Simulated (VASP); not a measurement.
Input of a VASP 6.6.1 run:

File INCAR:

```
SYSTEM = C28N
  PREC = Accurate
  ENCUT = 520
  EDIFF = 1E-7
  ISMEAR = 0
  SIGMA = 0.1
  LREAL = Auto
  LASPH = .True.
  NELM = 100
  ALGO = Normal
  ISIF = 2
  LWAVE = .False.
  LCHARG = .False.
  GGA = PE
  NBANDS = 78
```

File KPOINTS:

```
regular mesh
0
Gamma
  4 4 3
  0 0 0
```

File POSCAR:

```
C28N
1.0
    4.9330655670     -4.2721600996      0.0000000000
   -6.1663319588     -2.1360800497      0.0000000000
    0.0000000000      0.0000000000     -8.4654494173
C N
28 1
Direct
    0.5985221809      0.8549363215      0.7564219788
    0.1698574550      0.7118870654      0.7558605202
    0.7413183006      0.5690870693      0.7558556770
    0.3126588784      0.4261695226      0.7559469893
    0.8841388622      0.2833087789      0.7573349841
    0.4557166613      0.1404963560      0.7563581901
    0.0270738507     -0.0022428114      0.7560125499
    0.5425700872      0.8466863039      0.2098362311
    0.1215383167      0.7084012853      0.2019559643
    0.6887325142      0.5648905498      0.2044545912
    0.2606163193      0.4220803240      0.2065661153
    0.8349257579      0.2879810103      0.2443154401
    0.4046409656      0.1381376190      0.2090967547
   -0.0206843565     -0.0098428510      0.2120175683
    0.3603960875      0.6643558208      0.7559252539
    0.9317428422      0.5212915155      0.7564117018
    0.5031666249      0.3785399436      0.7558866263
    0.0745385518      0.2357694287      0.7565855850
    0.6461462022      0.0929623291      0.7571271983
    0.2175087800      0.9500667678      0.7558267358
    0.7889296484      0.8072278166      0.7558998565
    0.4971414793      0.6122013117      0.2019043427
    0.0761062992      0.4739432427      0.2100317316
    0.6393949492      0.3304353741      0.2122694155
    0.2140658468      0.1825214512      0.2090473775
    0.7837515873      0.0324513778      0.2439011679
    0.3580734743      0.8985865444      0.2065123674
    0.9298797717      0.7556724020      0.2044049778
    0.8095294232      1.1598299882      0.3908158725
```

Potentials or basis: VASP PAW PBE potentials, release 64 (C, N).

Command:

```sh
$ cat potpaw_PBE.64/C/POTCAR potpaw_PBE.64/N/POTCAR > POTCAR
$ mpirun -np 1 vasp_std > vasp.out
```

Q: What does it give for the pressure?

A: 2.0 GPa.

Q: What does it give for the largest force?

A: 0.164 eV/Å.

Forces in eV/Å, atoms in the order of the input:
```
C   -0.008 -0.002  0.001
C    0.003 -0.003 -0.003
C    0.001  0.003  0.000
C    0.000  0.001 -0.005
C   -0.006  0.009  0.001
C    0.007 -0.002  0.001
C   -0.006 -0.005  0.000
C   -0.009  0.004  0.013
C   -0.007  0.005  0.008
C    0.004 -0.003 -0.001
C    0.004  0.012 -0.006
C   -0.070 -0.049  0.073
C    0.008  0.007  0.000
C   -0.013  0.005  0.022
C    0.006  0.007  0.001
C    0.001  0.003 -0.002
C   -0.007  0.005  0.001
C    0.001 -0.006  0.003
C    0.000 -0.010  0.002
C   -0.001 -0.006 -0.001
C   -0.006  0.003  0.001
C   -0.005  0.006  0.007
C    0.013  0.015  0.003
C    0.020 -0.007  0.004
C   -0.002  0.002 -0.002
C    0.055  0.033  0.058
C    0.009 -0.014 -0.007
C    0.014 -0.014 -0.007
N   -0.006 -0.002 -0.164
```

Caveat: an odd number of electrons without spin polarisation forces a metal; a magnetic or distorted state may lie lower.
